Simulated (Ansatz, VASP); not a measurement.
# LiCl in VASP and in Ansatz

File INCAR:

```
SYSTEM = LiCl
  PREC = Accurate
  ENCUT = 600
  EDIFF = 1E-6
  ISMEAR = 0
  SIGMA = 0.02
  LREAL = .False.
  LASPH = .True.
  NELM = 80
  ALGO = Normal
  ISIF = 3
  LWAVE = .False.
  LCHARG = .False.
  GGA = PE
  IBRION = 2
  NSW = 100
  EDIFFG = -0.01
```

Contents of KPOINTS:

```
regular mesh
0
Gamma
  8 8 8
  0 0 0
```

Contents of POSCAR:

```
LiCl
1.0
    0.0000000000      2.5421223600      2.5421223600
    2.5421223600      0.0000000000      2.5421223600
    2.5421223600      2.5421223600      0.0000000000
Li Cl
1 1
Direct
    0.0000000000      0.0000000000      0.0000000000
    0.5000000000      0.5000000000      0.5000000000
```

Input for Ansatz:

```yaml
crystal:
  lattice:
    - [0.0, 2.54212236, 2.54212236]
    - [2.54212236, 0.0, 2.54212236]
    - [2.54212236, 2.54212236, 0.0]
  atoms:
    - { symbol: Li, position: [0.0, 0.0, 0.0] }
    - { symbol: Cl, position: [0.5, 0.5, 0.5] }
basis:
  ecutwfc: 420
kpoints:
  mp_grid: { grid: [8, 8, 8] }
hamiltonian:
  xc: pbe
scf:
  occupations: { method: gaussian, width: 0.02 }
output:
  forces: true
  stress: true
  eigenvalues: true
  write_density: true
  write_potential: true
  elf: true
  volumetric_format: npy
relax:
  adjacent_minimum: "off"
  f_tol: 0.01
  max_steps: 80
  cell: { stress_tol: 0.05 }
```

Alike in both runs: task relaxation of cell and atoms; functional PBE; k mesh 8 × 8 × 8; occupations gaussian, width 0.02 eV; no spin polarisation.

|  | VASP | Ansatz |
| --- | --- | --- |
| version | VASP 6.6.1 | Ansatz 0.2.0 |
| potentials or method | VASP PAW PBE potentials, release 64 (Li_sv, Cl), cutoff 600 eV | scalar-relativistic, plane waves, PAW |
| valence electrons in the cell | 10 | 10 |

VASP gave:

| Item | Value |
| --- | --- |
| gap on the k mesh at the Fermi level, each at its own relaxed structure (eV) | 6.28 |
| relaxed volume (Å³/atom) | 17.05 |
| relaxed cell length with the largest relative difference (Å) | 3.640 |

**Question.** What did Ansatz give for the same quantities?

**Answer.** gap on the k mesh at the Fermi level, each at its own relaxed structure (eV): 6.26; relaxed volume (Å³/atom): 17.06; relaxed cell length with the largest relative difference (Å): 3.641.

Noted on VASP's run: the cutoff is short for stress, so the pressure is rough.
